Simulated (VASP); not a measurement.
Set up this calculation in VASP 6.6.1, as the native input.

```
Task                   : relaxation of cell and atoms
Functional             : PBEsol
Dispersion             : D4
Potentials or basis    : VASP PAW PBE potentials, release 64 (Cd)
Cutoff                 : 500 eV
k mesh                 : 9 × 9 × 9
Occupations            : fermi-dirac, width 0.05 eV
Spin                   : no spin polarisation
Dipole correction      : no
Further INCAR settings : ALGO = Normal; EDIFF = 1e-07; IBRION = 2; EDIFFG = -0.02; NSW = 60; ISIF = 3
```

The structure of Cd lies in POSCAR:

```
Cd
1.0
    0.0000000000      2.2100000000      2.2100000000
    2.2100000000      0.0000000000      2.2100000000
    2.2100000000      2.2100000000      0.0000000000
Cd
1
Direct
    0.0000000000      0.0000000000      0.0000000000
```

This isn't the form of Cd at room conditions, which is hcp.

These files were run (other wordings do the same):

INCAR

```
PREC = Accurate
ENCUT = 500
EDIFF = 1E-7
ISMEAR = -1
SIGMA = 0.05
LREAL = False
LASPH = True
NELM = 120
ALGO = Normal
ISIF = 3
LWAVE = False
LCHARG = False
GGA = PS
IVDW = 13
IBRION = 2
NSW = 60
EDIFFG = -0.02
GGA_COMPAT = False
NELMIN = 4
```

KPOINTS

```
regular mesh
0
Gamma
  9 9 9
```

Potentials or basis: VASP PAW PBE potentials, release 64 (Cd).

The run is started by

```console
$ cat potpaw_PBE.64/Cd/POTCAR > POTCAR
$ mpirun -np 1 vasp_std > vasp.out
```

It gave:

```json
{
  "Relaxed volume": "20.51 Å³/atom",
  "Relaxed cell": "a = 3.073 Å, b = 3.073 Å, c = 3.073 Å, α = 60.00°, β = 60.00°, γ = 60.00°",
  "Space group after relaxing (to 0.1 Å)": "Fm-3m (No. 225)",
  "Energy gained by relaxing": "10.2 meV/atom",
  "Ionic steps": "3",
  "Pressure after relaxing": "0.0 GPa",
  "Band gap on the k mesh": "zero (bands 6 and 7 overlap by 1.53 eV)",
  "Dispersion energy per atom": "-0.248 eV"
}
```

Caveat: the PAW data sets were made with another functional, which shifts forces and pressure a little.

It took 6.1 s on 1 thread of Intel(R) Xeon(R) 6975P-C (Granite Rapids), on a shared host, peak memory 0.15 GiB.
